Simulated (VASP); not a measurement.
Si2Mo: relaxation of shape and atoms at fixed volume with LDA

The system is Si2Mo.

```
CELL_PARAMETERS angstrom
-1.57696 1.57696 3.86126
1.57696 -1.57696 3.86126
1.57696 1.57696 -3.86126
ATOMIC_POSITIONS crystal
Si 0.33546 0.33546 0.00000
Si 0.66454 0.66454 0.00000
Mo 0.00000 0.00000 0.00000
```

This cell differs from its parent crystal: volume scaled by 0.98.

```yaml
Program: VASP 6.6.1
Task: relaxation of shape and atoms at fixed volume
Functional: LDA
Potentials_or_basis: VASP PAW LDA potentials, release 64 (Si, Mo_sv)
Cutoff: 600 eV
k_mesh: 10 × 10 × 10
Occupations: gaussian, width 0.05 eV
Spin: no spin polarisation
Dipole_correction: no
Further_INCAR_settings: ALGO = Normal; EDIFF = 1e-06; IBRION = 2; EDIFFG = -0.01; NSW = 60; ISIF = 4
```

- Energy gained by relaxing: 0.1 meV/atom
- Ionic steps: 4
- Pressure after relaxing: 5.4 GPa
- Largest force after relaxing: 0.003 eV/Å
- Band gap on the k mesh: zero (band 11 reaches 13.41 eV, above the bottom of band 12 at 12.45 eV)

Forces on the atoms (eV/Å):
```
Si   0.000  0.000  0.003
Si   0.000  0.000 -0.003
Mo   0.000  0.000  0.000
```

The path:
| step | energy change (eV) | largest force (eV/Å) | pressure (GPa) | volume (Å³) |
| --- | --- | --- | --- | --- |
| 1 | 0.0000 | 0.0643 | 5.51 | 38.41 |
| 2 | -0.0002 | 0.0017 | 5.40 | 38.41 |
| 3 | -0.0003 | 0.0130 | 5.43 | 38.41 |
| 4 | -0.0003 | 0.0033 | 5.42 | 38.41 |

Final structure:
```
Si Mo
1.0
    -1.57625    1.57625    3.86472
     1.57625   -1.57625    3.86472
     1.57625    1.57625   -3.86472
Si Mo
2 1
Cartesian
  0.0000 0.0000 2.5897
  1.5763 1.5763 1.2750
  0.0000 0.0000 0.0000
```

Levels at points of the mesh, in eV from the Fermi level:
| k point | band 9 | band 10 | band 11 | band 12 | band 13 | band 14 |
| --- | --- | --- | --- | --- | --- | --- |
| (0.00, 0.00, 0.00) | -2.66 | -2.66 | 0.48 | 3.17 | 3.49 | 3.73 |
| (0.50, 0.00, 0.00) | -2.67 | -2.63 | -0.48 | 2.47 | 3.25 | 4.38 |
| (0.50, 0.50, 0.00) | -4.52 | -3.16 | -1.08 | 2.52 | 2.99 | 3.38 |
| (0.50, 0.50, 0.50) | -0.54 | -0.54 | -0.38 | -0.38 | 0.63 | 4.94 |

It took 2.3 min on 1 thread of Intel(R) Xeon(R) Platinum 8375C CPU @ 2.90GHz (Ice Lake), on a shared host, peak memory 0.22 GiB.

Caveat: the cell differs from its parent crystal (volume scaled by 0.98).
